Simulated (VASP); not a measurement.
# P5N2 (P2/m) in VASP: relaxation of cell and atoms with PBE

Aim: the relaxation of cell and atoms of P5N2 with PBE.

Program: VASP 6.6.1. These are calculated values, not measurements. Logs are shortened: lines on timing, memory, paths and dates and some standing lists are left out, and cuts for length are marked.

### 1 The cell of the first run

Symmetry: P2/m, No. 10, monoclinic system. Conventional cell: a = 3.955 Å, b = 1.769 Å, c = 5.670 Å, α = 90.00°, β = 98.91°, γ = 90.00°. P (site symmetry m) has 5 P at 1.76 to 1.79 Å and 1 N at 1.77 Å within 2.3 Å. P (site symmetry m) has 1 N at 1.76 Å and 5 P at 1.77 to 1.79 Å within 2.3 Å. P (site symmetry 2/m) has 2 N at 1.76 Å and 4 P at 1.77 to 1.79 Å within 2.3 Å. N (site symmetry m) has 3 P at 1.76 to 1.77 Å and 3 N at 1.77 to 1.85 Å within 2.3 Å.

The cell was built from a structure type or drawn by symmetry, and may not be a known phase.

### 2 Relaxation of cell and atoms, PBE

Input file INCAR:

```
PREC = Accurate ; ENCUT = 910
EDIFF = 1E-7 ; ISMEAR = 0
SIGMA = 0.1 ; LREAL = F
LASPH = T ; NELM = 120
ALGO = Normal ; ISIF = 3
LWAVE = F ; LCHARG = F
GGA = PE ; IBRION = 2
NSW = 90 ; EDIFFG = -0.04
GGA_COMPAT = F ; NELMIN = 4
```

Input file KPOINTS:

```
regular mesh
0
Gamma
  4 10 4
```

Input file POSCAR:

```
P5N2
1.0
    3.9554741100      0.0000000000      0.0000000000
    0.0000000000      1.7694503100      0.0000000000
   -0.8778269700      0.0000000000      5.6020862900
P N
5 2
Direct
    0.2141710100      0.0000000000      0.5706959800
    0.7858289900      0.0000000000      0.4293040200
    0.6431190200      0.0000000000      0.7146679600
    0.3568809800      0.0000000000      0.2853320400
    0.5000000000      0.0000000000      0.0000000000
    0.0734870000      0.0000000000      0.8524150100
    0.9265130000      0.0000000000      0.1475849900
```

Potentials or basis: VASP PAW PBE potentials, release 64 (P, N_h).

On the command line:

```bash
> cat potpaw_PBE.64/P/POTCAR potpaw_PBE.64/N_h/POTCAR > POTCAR
> mpirun -np 1 vasp_std > vasp.out
```

OUTCAR:

```text
PREC = Accurate
   ENCUT = 910
   EDIFF = 1E-7
   ISMEAR = 0
   LREAL = F
   LASPH = T
   NELM = 120
   ISIF = 3
   GGA = PE
   IBRION = 2
   NSW = 90
   EDIFFG = -0.04
   NELMIN = 4

 ion  position               nearest neighbor table
   1  0.214  0.000  0.571-   2 1.76   3 1.77   6 1.77   4 1.79   2 2.49   2 2.49   3 2.50   3 2.50
                             2 2.51   3 2.52   4 2.52   4 2.52   5 2.52
   2  0.786  0.000  0.429-   1 1.76   4 1.77   7 1.77   3 1.79   1 2.49   1 2.49   4 2.50   4 2.50
                             1 2.51   4 2.52   3 2.52   3 2.52   5 2.52
   3  0.643  0.000  0.715-   6 1.76   1 1.77   2 1.79   5 1.79   1 2.50   1 2.50   1 2.52   2 2.52
                             2 2.52   5 2.52   5 2.52   4 2.52
   4  0.357  0.000  0.285-   7 1.76   2 1.77   1 1.79   5 1.79   2 2.50   2 2.50   2 2.52   1 2.52
                             1 2.52   5 2.52   5 2.52   3 2.52
   5  0.500  0.000  0.000-   6 1.76   7 1.76   3 1.79   4 1.79   1 2.52   2 2.52   3 2.52   4 2.52
                             3 2.52   4 2.52
   6  0.073  0.000  0.852-   3 1.76   5 1.76   1 1.77
   7  0.927  0.000  0.148-   4 1.76   5 1.76   2 1.77

  LATTYP: Found a simple monoclinic cell.
 ALAT       =     3.9554741100
 B/A-ratio  =     0.4473421544
 C/A-ratio  =     1.4335690839
 COS(beta)  =    -0.1548074108

  Lattice vectors:

 A1 = (   3.9554741100,   0.0000000000,   0.0000000000)
 A2 = (   0.0000000000,   1.7694503100,   0.0000000000)
 A3 = (  -0.8778269700,   0.0000000000,   5.6020862900)

Analysis of symmetry for initial positions (statically):
=====================================================================
 Subroutine PRICEL returns:
 Original cell was already a primitive cell.

 Routine SETGRP: Setting up the symmetry group for a
 simple monoclinic supercell.

 Subroutine GETGRP returns: Found  4 space group operations
 (whereof  4 operations were pure point group operations)
 out of a pool of  4 trial point group operations.

The static configuration has the point symmetry C_2h.

Analysis of symmetry for dynamics (positions and initial velocities):
=====================================================================
 Subroutine PRICEL returns:
 Original cell was already a primitive cell.

 Routine SETGRP: Setting up the symmetry group for a
 simple monoclinic supercell.

 Subroutine GETGRP returns: Found  4 space group operations
 (whereof  4 operations were pure point group operations)
 out of a pool of  4 trial point group operations.

The dynamic configuration has the point symmetry C_2h.

 Subroutine INISYM returns: Found  4 space group operations
 (whereof  4 operations are pure point group operations),
 and found     1 'primitive' translations

----------------------------------------------------------------------------------------

                                     Primitive cell

  volume of cell :      39.2091

  direct lattice vectors                    reciprocal lattice vectors
     3.955474110  0.000000000  0.000000000     0.252814194  0.000000000  0.039615084
     0.000000000  1.769450310  0.000000000     0.000000000  0.565147263  0.000000000
    -0.877826970  0.000000000  5.602086290     0.000000000  0.000000000  0.178504926

  length of vectors
     3.955474110  1.769450310  5.670445396     0.255899144  0.565147263  0.178504926

  position of ions in fractional coordinates (direct lattice)
     0.214171010  0.000000000  0.570695980
     0.785828990  0.000000000  0.429304020
     0.643119020  0.000000000  0.714667960
     0.356880980  0.000000000  0.285332040
     0.500000000  0.000000000  0.000000000
     0.073487000  0.000000000  0.852415010
     0.926513000  0.000000000  0.147584990

  ion indices of the primitive-cell ions
   primitive index   ion index
                 1           1
                 2           2
                 3           3
                 4           4
                 5           5
                 6           6
                 7           7

----------------------------------------------------------------------------------------

 KPOINTS: regular mesh

Automatic generation of k-mesh.
 Grid dimensions read from file:
 generate k-points for:    4   10    4

 Generating k-lattice:

  Cartesian coordinates                     Fractional coordinates (reciprocal lattice)
     0.063203549  0.000000000  0.009903771     0.250000000  0.000000000  0.000000000
     0.000000000  0.056514726  0.000000000     0.000000000  0.100000000  0.000000000
     0.000000000  0.000000000  0.044626232     0.000000000  0.000000000  0.250000000

  Length of vectors
     0.063974786  0.056514726  0.044626232

  Shift w.r.t. Gamma in fractional coordinates (k-lattice)
     0.000000000  0.000000000  0.000000000

 Subroutine IBZKPT returns following result:
 ===========================================

 Found     60 irreducible k-points:

 Following reciprocal coordinates:
            Coordinates               Weight
  0.000000  0.000000  0.000000      1.000000
  0.250000  0.000000  0.000000      2.000000
  0.500000  0.000000  0.000000      1.000000
  0.000000  0.100000  0.000000      2.000000
  0.250000  0.100000  0.000000      4.000000
  0.500000  0.100000  0.000000      2.000000
[... 16 lines left out ...]
  0.000000  0.100000  0.250000      4.000000
  0.250000  0.100000  0.250000      4.000000
 [... further k-points ...]
   k-points           NKPTS =     60   k-points in BZ     NKDIM =     60   number of bands    NBANDS=     21
   number of dos      NEDOS =    301   number of ions     NIONS =      7
   total plane-waves  NPLWV =  40320
   dimension x,y,z NGX =    40 NGY =   18 NGZ =   56
   dimension x,y,z NGXF=    80 NGYF=   36 NGZF=  112
   ions per type =               5   2
   NGX,Y,Z   is equivalent  to a cutoff of  16.81, 16.91, 16.42 a.u.
   NGXF,Y,Z  is equivalent  to a cutoff of  33.62, 33.82, 32.84 a.u.
 SYSTEM =  unknown system
   PREC   = accura    normal or accurate (medium, high low for compatibility)
   ISTART =      0    job   : 0-new  1-cont  2-samecut
   ICHARG =      2    charge: 1-file 2-atom 10-const
   ISPIN  =      1    spin polarized calculation?
   LNONCOLLINEAR =      F non collinear calculations
   LSORBIT =      F    spin-orbit coupling
   LASPH  =      T    aspherical Exc in radial PAW
   ENCUT  =  910.0 eV  66.88 Ry    8.18 a.u.   9.73  4.35 13.95*2*pi/ulx,y,z
   NELM   =    120;   NELMIN=  4; NELMDL= -5     # of ELM steps
   EDIFF  = 0.1E-06   stopping-criterion for ELM
   LREAL  =      F    real-space projection
   EDIFFG = -.4E-01   stopping-criterion for IOM
   NSW    =     90    number of steps for IOM
   IBRION =      2    ionic relax: 0-MD 1-quasi-New 2-CG
   NFREE  =      1    steps in history (QN), initial steepest desc. (CG)
   ISIF   =      3    stress and relaxation
   ISYM   =      2    0-nonsym 1-usesym 2-fastsym
   POTIM  = 0.5000    time-step for ionic-motion
   TEBEG  =    0.0;   TEEND  =   0.0 temperature during run
   PSTRESS=    0.0 pullay stress
   NELECT =      35.0000    total number of electrons
   NUPDOWN=      -1.0000    fix difference up-down
   EMIN   =  10.00;   EMAX   =-10.00  energy-range for DOS
   EFERMI =   0.00;   METHOD = LEGACY
   ISMEAR =     0;   SIGMA  =   0.10  broadening in eV -4-tet -1-fermi 0-gaus
   EFERMI_NEDOS =   21; number of points for ismear=-14 and -15
   IALGO  =     38    algorithm
   IMIX   =      4    mixing-type and parameters
     AMIX     =   0.40;   BMIX     =  1.00
     AMIX_MAG =   1.60;   BMIX_MAG =  1.00
  volume/ion in A,a.u.               =       5.60        37.80
  Fermi-wavevector in a.u.,A,eV,Ry     =   1.576287  2.978750 33.806130  2.484680
  Thomas-Fermi vector in A             =   2.677143
   LORBIT       =      0    0 simple, 1 ext, 2 COOP (PROOUT), +10 PAW based schemes
   GGA     = PE    functional components
   LHFCALC =     F    Hartree Fock is set to
   AEXX    =    0.0000 exact exchange contribution
   IVDW    =     0    specifies the selected vdW correction
   LEPSILON=     F    determine dielectric tensor
   LRPA    =     F    only Hartree local field effects (RPA)
 conjugate gradient relaxation of ions
 non-spin polarized calculation
 Gauss-broadening in eV      SIGMA  =   0.10
  energy-cutoff  :      910.00
  volume of cell :       39.21
 maximum number of plane-waves:      2469
 NGX is ok and might be reduce to    40
   NGX = 19   NGY =  9   NGZ = 27

--------------------------------------- Ionic step        1  -------------------------------------------

 number of electron      34.9999999 magnetization

 Free energy of the ion-electron system (eV)
  ---------------------------------------------------
  ext. energy  EPLUGINS =         0.00000000
  ---------------------------------------------------
  free energy    TOTEN  =         3.93145283 eV

  energy without entropy =        3.93911647  energy(sigma->0) =        3.93528465

------------------------ aborting loop because EDIFF is reached ----------------------------------------

  FORCE on cell =-STRESS in cart. coord.  units (eV):
  Direction    XX          YY          ZZ          XY          YZ          ZX
  --------------------------------------------------------------------------------------
  -------------------------------------------------------------------------------------
  Total      116.6358451    157.7604008    126.7170400      0.0000000      0.0000000     -6.9313311
  in kB     4766.0205594   6446.4686020   5177.9623759      0.0000000      0.0000000   -283.2308227
  external PRESSURE =    5463.4838458 kB  Pullay stress =       0.0000000 kB
[... 1275 lines left out ...]
     20      13.0427      0.00000
     21      13.7497      0.00000

 [... further k-points ...]

[... ionic steps 4 to 26 ...]

--------------------------------------- Ionic step       27  -------------------------------------------

 number of electron      34.9999999 magnetization

------------------------ aborting loop because EDIFF is reached ----------------------------------------

  FORCE on cell =-STRESS in cart. coord.  units (eV):
  Direction    XX          YY          ZZ          XY          YZ          ZX
  --------------------------------------------------------------------------------------
  -------------------------------------------------------------------------------------
  Total        0.3113918      0.0266542      0.3687468      0.0000000      0.0000000      0.1054235
  in kB        6.1698299      0.5281196      7.3062463      0.0000000      0.0000000      2.0888324
  external PRESSURE =       4.6680653 kB  Pullay stress =       0.0000000 kB
[... 67 lines left out ...]
  energy  without entropy=      -39.2868323752  energy(sigma->0) =      -39.29086940

--------------------------------------- Ionic step       29  -------------------------------------------

 number of electron      35.0000000 magnetization

 Free energy of the ion-electron system (eV)
  ---------------------------------------------------
  ext. energy  EPLUGINS =         0.00000000
  ---------------------------------------------------
  free energy    TOTEN  =       -39.29503932 eV

  energy without entropy =      -39.28681160  energy(sigma->0) =      -39.29092546

 E-fermi :  10.2402     XC(G=0): -11.6626

 val. band max:       10.2203090884   @ k =   0.2500   0.2000   0.2500
 cond. band min:      10.3039721027   @ k =   0.2500   0.3000   0.5000
 fundamental gap:      0.0836630143
 Fermi energy:        10.2401701404

 k-point     1 :       0.0000    0.0000    0.0000
  band No.  band energies     occupation
      1      -9.6179      2.00000
      2      -8.6493      2.00000
      3      -4.5778      2.00000
      4      -2.4036      2.00000
      5      -2.3120      2.00000
      6      -1.7929      2.00000
[... 601 lines left out ...]
  FREE ENERGIE OF THE ION-ELECTRON SYSTEM (eV)
  ---------------------------------------------------
  free  energy   TOTEN  =       -39.2950393180 eV

  energy  without entropy=      -39.2868116004  energy(sigma->0) =      -39.29092546

 reached required accuracy - stopping structural energy minimisation
```

Wall time 29 min (1 thread of Intel Xeon Platinum 8259CL at 2.50GHz (Skylake/Cascade Lake), shared host); peak memory 0.24 GiB.

What came out:

```
Free energy                           : -39.2950 eV
Relaxed volume                        : 11.59 Å³/atom
Relaxed cell                          : a = 4.655 Å, b = 2.472 Å, c = 7.280 Å, α = 90.00°, β = 104.41°, γ = 90.00°
Space group after relaxing (to 0.1 Å) : P2/m (No. 10)
Energy gained by relaxing             : 6175.2 meV/atom
Ionic steps                           : 29
Pressure after relaxing               : -0.2 GPa
Largest force after relaxing          : 0.036 eV/Å
Band gap on the k mesh                : zero (an odd number of electrons rules out a gap without spin polarisation)
```

Forces in eV/Å, atoms in the order of the input:
```
P    0.007  0.000 -0.036
P   -0.007  0.000  0.036
P   -0.001  0.000  0.031
P    0.001  0.000 -0.031
P    0.000  0.000  0.000
N    0.028  0.000  0.015
N   -0.028  0.000 -0.015
```

Step by step:
```tsv
step	energy change (eV)	largest force (eV/Å)	pressure (GPa)	volume (Å³)
1	0.0000	11.9339	546.35	39.21
2	-10.7485	4.3112	-23.60	276.36
3	-40.0656	2.6158	-22.38	100.28
4	-40.8386	2.5386	-17.38	93.80
5	-41.4890	2.1144	5.46	78.98
6	-41.5260	2.2185	-1.36	82.21
7	-41.5278	2.1803	0.75	81.14
8	-42.1490	1.2821	0.32	81.30
9	-42.3402	1.3807	0.98	81.34
10	-42.1915	3.0446	6.01	81.25
11	-42.3892	1.5671	1.69	81.34
12	-42.5864	1.4544	-3.78	82.87
13	-42.5990	1.2861	-3.02	82.57
14	-42.8165	0.8952	0.32	81.72
15	-42.8746	1.0669	3.40	81.05
16	-43.0574	0.7600	0.61	81.77
17	-43.0789	0.8690	-0.48	82.09
18	-43.1325	0.5220	-1.47	82.07
19	-43.1650	0.5733	-2.78	82.02
20	-43.2018	0.3736	-0.34	81.04
21	-43.2052	0.3370	0.71	80.64
22	-43.2150	0.1383	0.33	80.74
23	-43.2177	0.1882	0.02	80.82
24	-43.2224	0.1504	-0.05	80.87
25	-43.2235	0.1233	-0.10	80.91
26	-43.2251	0.0819	0.29	80.88
27	-43.2252	0.0790	0.47	80.86
28	-43.2264	0.0474	0.05	81.06
29	-43.2265	0.0364	-0.15	81.15
```

Final structure:
```
CELL_PARAMETERS angstrom
4.64756 0.00000 -0.27160
0.00000 2.47237 0.00000
-1.39738 0.00000 7.14436
ATOMIC_POSITIONS crystal
P 0.23778 0.00000 0.58747
P 0.76222 0.00000 0.41253
P 0.76680 0.00000 0.76153
P 0.23320 0.00000 0.23847
P 0.50000 0.00000 0.00000
N 0.14799 0.00000 0.80123
N 0.85201 0.00000 0.19877
```

Caveat: the k points lie up to 0.35 Å⁻¹ apart in the final cell, too coarse for converged energies and pressures of a metal; the cutoff is under 1.25 times the usual one of these potentials, so pressure, stress and relaxed cells hold a basis-set (Pulay) error; the volume moved by over 15 % at a fixed basis, so the end points are rough.
